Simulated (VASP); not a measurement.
# WS2 in VASP: settings compared

WS2 is run at these levels: PBE+D3(BJ), LDA; tasks: single point.

All numbers are computed with VASP 6.6.1; they aren't measurements. Logs are shortened: lines on timing, memory, paths and dates and some standing lists are left out, and cuts for length are marked.

## (1) The cell of the first run

The cell holds a slab with vacuum, 12 atoms: a = 3.155 Å, b = 3.155 Å, c = 33.686 Å, α = 90.00°, β = 90.00°, γ = 120.00°.

## (2) Single point, PBE+D3(BJ)

The input, INCAR:

```
SYSTEM = WS2
ALGO = Normal
EDIFF = 1E-6
ENCUT = 520
GGA = PE
ISIF = 2
ISMEAR = -1
IVDW = 12
LASPH = .TRUE.
LCHARG = .FALSE.
LREAL = .FALSE.
LWAVE = .FALSE.
NBANDS = 64
NELM = 80
PREC = Accurate
SIGMA = 0.05
```

The input, KPOINTS:

```
k-points
0
G
  10 10 1
  0 0 0
```

The input, POSCAR:

```
WS2
1.0
    3.1553320941      0.0000000000      0.0000000000
   -1.5776660471      2.7325977509      0.0000000000
    0.0000000000      0.0000000000     33.6858323621
W S
4 8
Direct
    0.3333333333      0.6666666667      0.5901003594
    0.3333333333      0.6666666667      0.2295305614
    0.6666666667      0.3333333333      0.7704694386
    0.6666666667      0.3333333333      0.4098996406
    0.3333333333      0.6666666667      0.8172820015
    0.3333333333      0.6666666667      0.4566342817
    0.6666666667      0.3333333333      0.6368341473
    0.6666666667      0.3333333333      0.2762848421
    0.3333333333      0.6666666667      0.7237151579
    0.3333333333      0.6666666667      0.3631658527
    0.6666666667      0.3333333333      0.5433657183
    0.6666666667      0.3333333333      0.1827179985
```

Potentials or basis: VASP PAW PBE potentials, release 64 (W_sv, S).

Launch:

```console
$ cat potpaw_PBE.64/W_sv/POTCAR potpaw_PBE.64/S/POTCAR > POTCAR
$ mpirun -np 1 vasp_std > vasp.out
```

OUTCAR:

```text
SYSTEM = WS2
   EDIFF = 1E-6
   ENCUT = 520
   GGA = PE
   ISIF = 2
   ISMEAR = -1
   IVDW = 12
   LASPH = .TRUE.
   LREAL = .FALSE.
   NELM = 80
   PREC = Accurate
 IVDW          = 12

 ion  position               nearest neighbor table
   1  0.333  0.667  0.590-   7 2.41   7 2.41   7 2.41  11 2.41  11 2.41  11 2.41
   2  0.333  0.667  0.230-   8 2.41   8 2.41   8 2.41  12 2.41  12 2.41  12 2.41
   3  0.667  0.333  0.770-   9 2.41   9 2.41   9 2.41   5 2.41   5 2.41   5 2.41
   4  0.667  0.333  0.410-  10 2.41  10 2.41  10 2.41   6 2.41   6 2.41   6 2.41
   5  0.333  0.667  0.817-   3 2.41   3 2.41   3 2.41
   6  0.333  0.667  0.457-   4 2.41   4 2.41   4 2.41
   7  0.667  0.333  0.637-   1 2.41   1 2.41   1 2.41
   8  0.667  0.333  0.276-   2 2.41   2 2.41   2 2.41
   9  0.333  0.667  0.724-   3 2.41   3 2.41   3 2.41
  10  0.333  0.667  0.363-   4 2.41   4 2.41   4 2.41
  11  0.667  0.333  0.543-   1 2.41   1 2.41   1 2.41
  12  0.667  0.333  0.183-   2 2.41   2 2.41   2 2.41

  LATTYP: Found a hexagonal cell.
 ALAT       =     3.1553320941
 C/A-ratio  =    10.6758437329

  Lattice vectors:

 A1 = (   3.1553320941,   0.0000000000,   0.0000000000)
 A2 = (  -1.5776660471,   2.7325977509,   0.0000000000)
 A3 = (   0.0000000000,   0.0000000000,  33.6858323621)

Analysis of symmetry for initial positions (statically):
=====================================================================
 Subroutine PRICEL returns:
 Original cell was already a primitive cell.

 Routine SETGRP: Setting up the symmetry group for a
 hexagonal supercell.

 Subroutine GETGRP returns: Found 12 space group operations
 (whereof 12 operations were pure point group operations)
 out of a pool of 24 trial point group operations.

The static configuration has the point symmetry D_3d.

Analysis of symmetry for dynamics (positions and initial velocities):
=====================================================================
 Subroutine PRICEL returns:
 Original cell was already a primitive cell.

 Routine SETGRP: Setting up the symmetry group for a
 hexagonal supercell.

 Subroutine GETGRP returns: Found 12 space group operations
 (whereof 12 operations were pure point group operations)
 out of a pool of 24 trial point group operations.

The dynamic configuration has the point symmetry D_3d.

 Subroutine INISYM returns: Found 12 space group operations
 (whereof 12 operations are pure point group operations),
 and found     1 'primitive' translations

[... 115 lines left out ...]
   NUPDOWN=      -1.0000    fix difference up-down
   EMIN   =  10.00;   EMAX   =-10.00  energy-range for DOS
   EFERMI =   0.00;   METHOD = LEGACY
   ISMEAR =    -1;   SIGMA  =   0.05  broadening in eV -4-tet -1-fermi 0-gaus
   EFERMI_NEDOS =   21; number of points for ismear=-14 and -15
   IALGO  =     38    algorithm
   IMIX   =      4    mixing-type and parameters
     AMIX     =   0.40;   BMIX     =  1.00
     AMIX_MAG =   1.60;   BMIX_MAG =  1.00
  volume/ion in A,a.u.               =      24.20       163.34
  Fermi-wavevector in a.u.,A,eV,Ry     =   1.162510  2.196825 18.387305  1.351429
  Thomas-Fermi vector in A             =   2.299070
   LORBIT       =      0    0 simple, 1 ext, 2 COOP (PROOUT), +10 PAW based schemes
   GGA     = PE    functional components
   LHFCALC =     F    Hartree Fock is set to
   AEXX    =    0.0000 exact exchange contribution
   IVDW    =    12    specifies the selected vdW correction
   LEPSILON=     F    determine dielectric tensor
   LRPA    =     F    only Hartree local field effects (RPA)
 non-spin polarized calculation
  energy-cutoff  :      520.00
  volume of cell :      290.45
 maximum number of plane-waves:      7858
 NGX is ok and might be reduce to    24
   NGX = 11   NGY = 11   NGZ =125

 number of electron     103.9999987 magnetization

 Free energy of the ion-electron system (eV)
  ---------------------------------------------------
  ext. energy  EPLUGINS =         0.00000000
  ---------------------------------------------------
  free energy    TOTEN  =       -94.45145914 eV

  energy without entropy =      -94.45145812  energy(sigma->0) =      -94.45145863

 E-fermi :   4.6079     XC(G=0):  -8.2979

 val. band max:        4.1009334098   @ k =   0.0000   0.0000   0.0000
 cond. band min:       5.2287341477   @ k =   0.2000   0.2000   0.0000
 fundamental gap:      1.1278007378
 Fermi energy:         4.6079038804

 k-point     1 :       0.0000    0.0000    0.0000
  band No.  band energies     occupation
      1     -70.4858      2.00000
      2     -70.4858      2.00000
      3     -70.4834      2.00000
      4     -70.4834      2.00000
      5     -34.7422      2.00000
      6     -34.7422      2.00000
[... 927 lines left out ...]
     63       7.4942      0.00000
     64       7.5171      0.00000

------------------------ aborting loop because EDIFF is reached ----------------------------------------

 Edisp (eV)   -4.83140

 E8    (eV) :    -2.0617

  FORCE on cell =-STRESS in cart. coord.  units (eV):
  Direction    XX          YY          ZZ          XY          YZ          ZX
  --------------------------------------------------------------------------------------
  -------------------------------------------------------------------------------------
  Total      -0.02411    -0.02411    -0.05824     0.00000    -0.00000    -0.00000
  in kB      -0.13300    -0.13300    -0.32124     0.00000    -0.00000    -0.00000
  external pressure =       -0.20 kB  Pullay stress =        0.00 kB

 VOLUME and BASIS-vectors are now :
 -----------------------------------------------------------------------------
  energy-cutoff  :      520.00
  volume of cell :      290.45
      direct lattice vectors                 reciprocal lattice vectors
     3.155332094  0.000000000  0.000000000     0.316923851  0.182976071  0.000000000
    -1.577666047  2.732597751  0.000000000     0.000000000  0.365952142  0.000000000
     0.000000000  0.000000000 33.685832362     0.000000000  0.000000000  0.029686071

 POSITION                                       TOTAL-FORCE (eV/Angst)
 -----------------------------------------------------------------------------------
     -0.00000      1.82173     19.87802        -0.000000     -0.000000     -0.001283
     -0.00000      1.82173      7.73193        -0.000000      0.000000     -0.002647
      1.57767      0.91087     25.95390        -0.000000      0.000000      0.002647
      1.57767      0.91087     13.80781         0.000000      0.000000      0.001283
     -0.00000      1.82173     27.53082        -0.000000      0.000000      0.005157
     -0.00000      1.82173     15.38211         0.000000      0.000000      0.002853
      1.57767      0.91087     21.45229        -0.000000     -0.000000      0.004183
      1.57767      0.91087      9.30688        -0.000000     -0.000000      0.003820
     -0.00000      1.82173     24.37895         0.000000      0.000000     -0.003820
     -0.00000      1.82173     12.23354        -0.000000      0.000000     -0.004183
      1.57767      0.91087     18.30373         0.000000     -0.000000     -0.002853
      1.57767      0.91087      6.15501         0.000000     -0.000000     -0.005157
 -----------------------------------------------------------------------------------
    total drift:                                0.000000      0.000000     -0.000000

  FREE ENERGIE OF THE ION-ELECTRON SYSTEM (eV)
  ---------------------------------------------------
  free  energy   TOTEN  =       -99.2828627839 eV

  energy  without entropy=      -99.2828617618  energy(sigma->0) =      -99.28286227
```

OSZICAR:

```text
N       E                     dE             d eps       ncg     rms          rms(c)
DAV:   1     0.111293480604E+04    0.11129E+04   -0.56205E+04  2032   0.155E+03
DAV:   2    -0.145670555386E+02   -0.11275E+04   -0.10963E+04  2136   0.422E+02
DAV:   3    -0.963125673541E+02   -0.81746E+02   -0.80394E+02  2232   0.108E+02
[... 15 lines left out ...]
DAV:  19    -0.944514182136E+02   -0.25635E-04   -0.34620E-07  1328   0.229E-03    0.410E-03
DAV:  20    -0.944514485955E+02   -0.30382E-04   -0.77204E-07  1440   0.259E-03    0.115E-03
DAV:  21    -0.944514549511E+02   -0.63556E-05   -0.14533E-07  1272   0.112E-03    0.828E-04
DAV:  22    -0.944514582284E+02   -0.32773E-05   -0.92906E-08  1248   0.743E-04    0.179E-04
DAV:  23    -0.944514591376E+02   -0.90926E-06   -0.28157E-08  1200   0.345E-04
   1 F= -.99282863E+02 E0= -.99282862E+02  d E =-.102205E-05
```

Run time: 8.6 min. Hardware: 1 thread of Intel Xeon Platinum 8375C at 2.90GHz (Ice Lake), shared host; peak memory 0.47 GiB.

What came out:

* Free energy: -99.2829 eV
* Largest force: 0.005 eV/Å
* Band gap on the k mesh: 1.13 eV (least direct gap 2.17 eV)
* Dispersion energy per atom: -0.403 eV

Forces on the atoms (eV/Å):
```
W    0.000  0.000 -0.001
W    0.000  0.000 -0.003
W    0.000  0.000  0.003
W    0.000  0.000  0.001
S    0.000  0.000  0.005
S    0.000  0.000  0.003
S    0.000  0.000  0.004
S    0.000  0.000  0.004
S    0.000  0.000 -0.004
S    0.000  0.000 -0.004
S    0.000  0.000 -0.003
S    0.000  0.000 -0.005
```

Caveat: there is no dipole correction, which matters where the two faces differ; spin-orbit coupling is left out, which moves the levels of the heavy elements.

## (3) Single point, LDA

This run uses another cell than the first one.

The input, INCAR:

```
SYSTEM = WS2
PREC     = Accurate       ! precision mode
ENCUT    = 520            ! plane-wave cutoff, eV
EDIFF    = 1E-7           ! SCF threshold, eV
ISMEAR   = 0              ! smearing method
SIGMA    = 0.01           ! smearing width, eV
LREAL    = .False.        ! projectors in reciprocal space
LASPH    = .True.         ! aspherical terms in the spheres
NELM     = 60             ! most SCF steps
ALGO     = Normal         ! electronic algorithm
ISIF     = 2              ! what is computed and relaxed
LWAVE    = .False.        ! write WAVECAR
LCHARG   = .False.        ! write CHGCAR
NBANDS   = 64             ! bands
```

The input, KPOINTS:

```
Automatic mesh
0
Gamma
  12 12 2
  0 0 0
```

The input, POSCAR:

```
WS2
1.0
    3.1831225544      0.0000000000      0.0000000000
   -1.5915612772      2.7566649955      0.0000000000
    0.0000000000      0.0000000000     35.1805582101
W S
4 8
Direct
    0.3333333333      0.6666666667      0.5923166100
    0.3333333333      0.6666666667      0.2234000000
    0.6666666667      0.3333333333      0.7766000000
    0.6666666667      0.3333333333      0.4076833900
    0.3333333333      0.6666666667      0.8211496400
    0.3333333333      0.6666666667      0.4520236900
    0.6666666667      0.3333333333      0.6366210700
    0.6666666667      0.3333333333      0.2677418400
    0.3333333333      0.6666666667      0.7322581600
    0.3333333333      0.6666666667      0.3633789300
    0.6666666667      0.3333333333      0.5479763100
    0.6666666667      0.3333333333      0.1788503600
```

Potentials or basis: VASP PAW LDA potentials, release 64 (W_sv, S).

Launch:

```console
$ cat potpaw_LDA.64/W_sv/POTCAR potpaw_LDA.64/S/POTCAR > POTCAR
$ mpirun -np 1 vasp_std > vasp.out
```

OUTCAR:

```text
SYSTEM = WS2
   PREC = Accurate
   ENCUT = 520
   EDIFF = 1E-7
   ISMEAR = 0
   LREAL = .False.
   LASPH = .True.
   NELM = 60
   ISIF = 2

 ion  position               nearest neighbor table
   1  0.333  0.667  0.592-   7 2.41   7 2.41   7 2.41  11 2.41  11 2.41  11 2.41
   2  0.333  0.667  0.223-   8 2.41   8 2.41   8 2.41  12 2.42  12 2.42  12 2.42
   3  0.667  0.333  0.777-   9 2.41   9 2.41   9 2.41   5 2.42   5 2.42   5 2.42
   4  0.667  0.333  0.408-  10 2.41  10 2.41  10 2.41   6 2.41   6 2.41   6 2.41
   5  0.333  0.667  0.821-   3 2.42   3 2.42   3 2.42
   6  0.333  0.667  0.452-   4 2.41   4 2.41   4 2.41
   7  0.667  0.333  0.637-   1 2.41   1 2.41   1 2.41
[... 1840 lines left out ...]
  energy-cutoff  :      520.00
  volume of cell :      308.70
      direct lattice vectors                 reciprocal lattice vectors
     3.183122554  0.000000000  0.000000000     0.314156927  0.181378586  0.000000000
    -1.591561277  2.756664995  0.000000000     0.000000000  0.362757173  0.000000000
     0.000000000  0.000000000 35.180558210     0.000000000  0.000000000  0.028424791

 POSITION                                       TOTAL-FORCE (eV/Angst)
 -----------------------------------------------------------------------------------
     -0.00000      1.83778     20.83803        -0.000000      0.000000     -0.020177
     -0.00000      1.83778      7.85934         0.000000     -0.000000     -0.123150
      1.59156      0.91889     27.32122        -0.000000     -0.000000      0.123150
      1.59156      0.91889     14.34253        -0.000000     -0.000000      0.020177
     -0.00000      1.83778     28.88850         0.000000      0.000000     -0.493996
     -0.00000      1.83778     15.90245        -0.000000     -0.000000     -0.271429
      1.59156      0.91889     22.39668        -0.000000      0.000000     -0.251164
      1.59156      0.91889      9.41931        -0.000000     -0.000000     -0.287412
     -0.00000      1.83778     25.76125        -0.000000     -0.000000      0.287412
     -0.00000      1.83778     12.78387        -0.000000     -0.000000      0.251164
      1.59156      0.91889     19.27811         0.000000      0.000000      0.271429
      1.59156      0.91889      6.29206        -0.000000     -0.000000      0.493996
 -----------------------------------------------------------------------------------
    total drift:                                0.000000     -0.000000      0.000000

  FREE ENERGIE OF THE ION-ELECTRON SYSTEM (eV)
  ---------------------------------------------------
  free  energy   TOTEN  =      -104.7254524242 eV

  energy  without entropy=     -104.7254524242  energy(sigma->0) =     -104.72545242
```

OSZICAR:

```text
N       E                     dE             d eps       ncg     rms          rms(c)
DAV:   1     0.108150714128E+04    0.10815E+04   -0.55988E+04  5536   0.153E+03
DAV:   2    -0.287473200927E+02   -0.11103E+04   -0.10794E+04  5792   0.413E+02
DAV:   3    -0.106907939426E+03   -0.78161E+02   -0.76969E+02  5968   0.105E+02
[... 19 lines left out ...]
DAV:  23    -0.104725450836E+03   -0.59283E-05   -0.19189E-07  3632   0.112E-03    0.841E-04
DAV:  24    -0.104725452025E+03   -0.11892E-05   -0.36007E-08  3576   0.477E-04    0.375E-04
DAV:  25    -0.104725452224E+03   -0.19835E-06   -0.79610E-09  3136   0.254E-04    0.165E-04
DAV:  26    -0.104725452393E+03   -0.16968E-06   -0.61075E-09  3144   0.176E-04    0.109E-04
DAV:  27    -0.104725452424E+03   -0.30916E-07   -0.15233E-09  2928   0.105E-04
   1 F= -.10472545E+03 E0= -.10472545E+03  d E =-.132489E-32
```

stdout:

```text
POSCAR found type information on POSCAR W S
 POSCAR found :  2 types and      12 ions
 scaLAPACK will be used
 LDA part: xc-table for (Slater(with rela. corr.)+CA(PZ))
 , standard interpolation
 POSCAR, INCAR and KPOINTS ok, starting setup
 FFT: planning ... GRIDC
 FFT: planning ... GRID_SOFT
 FFT: planning ... GRID
 WAVECAR not read
 entering main loop
```

Wall time 22 min (1 thread of Oxide Virtual Turin-like, shared host); peak memory 0.63 GiB.

Results:

* Free energy: -104.7255 eV
* Largest force: 0.494 eV/Å
* Band gap on the k mesh: 1.28 eV (least direct gap 1.74 eV)

Forces in eV/Å, atoms in the order of the input:
```
W    0.000  0.000 -0.020
W    0.000  0.000 -0.123
W    0.000  0.000  0.123
W    0.000  0.000  0.020
S    0.000  0.000 -0.494
S    0.000  0.000 -0.271
S    0.000  0.000 -0.251
S    0.000  0.000 -0.287
S    0.000  0.000  0.287
S    0.000  0.000  0.251
S    0.000  0.000  0.271
S    0.000  0.000  0.494
```

Caveat: there is no dipole correction, which matters where the two faces differ; spin-orbit coupling is left out, which moves the levels of the heavy elements.
